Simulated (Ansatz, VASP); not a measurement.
NaLi2: VASP beside Ansatz

INCAR

```
ALGO     = Normal         # electronic algorithm
EDIFF    = 1E-6           # SCF threshold, eV
ENCUT    = 750            # plane-wave cutoff, eV
GGA      = PE             # functional
GGA_COMPAT= False        
ISIF     = 2              # what is computed and relaxed
ISMEAR   = 0              # smearing method
LASPH    = True           # aspherical terms in the spheres
LCHARG   = False          # write CHGCAR
LREAL    = False          # projectors in reciprocal space
LWAVE    = False          # write WAVECAR
NBANDS   = 14             # bands
NELM     = 120            # most SCF steps
PREC     = Accurate       # precision mode
SIGMA    = 0.1            # smearing width, eV
```

The input KPOINTS:

```
k-points
0
Gamma
  6 6 2
```

Contents of POSCAR:

```
NaLi2
1.0
    3.4442912900      0.0000000000      0.0000000000
   -1.7221456500      2.9828437600      0.0000000000
    0.0000000000      0.0000000000      7.7793859600
Na Li
1 2
Direct
    0.0000000000      0.0000000000      0.0000000000
    0.3333333300      0.6666666700      0.3529901000
    0.6666666700      0.3333333300      0.6470099000
```

Input for Ansatz:

```yaml
crystal:
  lattice:
    - [3.44429129, 0.0, 0.0]
    - [-1.72214565, 2.98284376, 0.0]
    - [0.0, 0.0, 7.77938596]
  atoms:
    - { symbol: Na, position: [0.0, 0.0, 0.0] }
    - { symbol: Li, position: [0.33333333, 0.66666667, 0.3529901] }
    - { symbol: Li, position: [0.66666667, 0.33333333, 0.6470099] }
basis:
  ecutwfc: 420
kpoints:
  mp_grid: { grid: [6, 6, 2] }
hamiltonian:
  xc: pbe
scf:
  occupations: { method: gaussian, width: 0.1 }
  lower_state_search: "off"
output:
  forces: true
  stress: true
  eigenvalues: true
```

Alike in both runs: task single point; functional PBE; k mesh 6 × 6 × 2; occupations gaussian, width 0.1 eV; no spin polarisation.

|  | VASP | Ansatz |
| --- | --- | --- |
| version | VASP 6.6.1 | Ansatz 0.2.0 |
| potentials or method | VASP PAW PBE potentials, release 64 (Na_pv, Li_sv), cutoff 750 eV | scalar-relativistic, plane waves, PAW |
| valence electrons in the cell | 13 | 15 |

```tsv
	VASP	Ansatz	Ansatz less VASP
gap on the k mesh at the Fermi level (eV)	none	none	-
pressure (GPa)	-0.3	-0.3	+0.05
traceless stress, the component that is largest in VASP (GPa)	0.64	0.64	+0.003
rms of the force components (eV/Å)	0.033	0.032	-0.0006
```

Atom by atom the forces differ by 0.001 eV/Å (rms over components). A gap of «none» marks a metal or a gap that the smearing closes. VASP's potentials hold 13 valence electrons a cell and Ansatz's 15, so a difference there can come from the potentials and not from the codes.

The k mesh is coarse, so the values compare programs but aren't converged.
